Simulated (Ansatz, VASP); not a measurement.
One calculation of SrO, two programs

```xyz
2
Lattice="0.0000 2.5184 2.5698 2.5184 0.0000 2.5698 2.5184 2.5184 0.0000" Properties=species:S:1:pos:R:3 pbc="T T T"
Sr    0.0000    0.0000    0.0000
O     2.5184    2.5184    2.5698
```

Change from the starting cell: equal xx and yy strain of -2 %.

Alike in both runs: task single point; functional PBEsol; k mesh 8 × 8 × 8; occupations fermi-dirac, width 0.03 eV; no spin polarisation.

|  | VASP | Ansatz |
| --- | --- | --- |
| version | VASP 6.6.1 | Ansatz 0.2.0 |
| potentials or method | VASP PAW PBE potentials, release 64 (Sr_sv, O), cutoff 520 eV | all-electron LAPW, scalar-relativistic |

|  | VASP | Ansatz | Ansatz less VASP |
| --- | --- | --- | --- |
| gap on the k mesh at the Fermi level (eV) | 3.07 | 3.12 | +0.052 |
| pressure (GPa) | 3.9 | 3.2 | -0.73 |
| traceless stress, the component that is largest in VASP (GPa) | -2.20 | -2.09 | +0.116 |

VASP's potentials were made for PBE, not for PBEsol. Ansatz ran all-electron here, and VASP with PAW potentials.
